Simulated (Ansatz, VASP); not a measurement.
# MgO: VASP beside Ansatz

```
Mg O
1.0
     2.93772    0.00000    0.00000
    -1.46886    2.54414    0.00000
     0.00000    0.00000    2.67979
Mg O
1 1
Cartesian
  0.0000 0.0000 0.0000
  0.0000 1.6961 1.3399
```

Alike in both runs: task single point; functional PBE; k mesh 12 × 12 × 10; occupations gaussian, width 0.05 eV; no spin polarisation.

```csv
,VASP,Ansatz
version,VASP 6.6.1,Ansatz 0.2.0
potentials or method,"VASP PAW PBE potentials, release 64 (Mg, O), cutoff 520 eV","scalar-relativistic, plane waves, PAW"
valence electrons in the cell,8,16
```

Ansatz gave:

| Item | Value |
| --- | --- |
| gap on the k mesh at the Fermi level (eV) | 3.02 |
| least direct gap on the mesh (eV) | 3.42 |
| pressure (GPa) | 0.0 |
| traceless stress, the component that is largest in VASP (GPa) | -0.01 |

Task: What did VASP give for the same quantities?

Result: gap on the k mesh at the Fermi level (eV): 3.00; least direct gap on the mesh (eV): 3.40; pressure (GPa): -0.6; traceless stress, the component that is largest in VASP (GPa): -0.09.

VASP's potentials hold 8 valence electrons a cell and Ansatz's 16, so a difference there can come from the potentials and not from the codes.
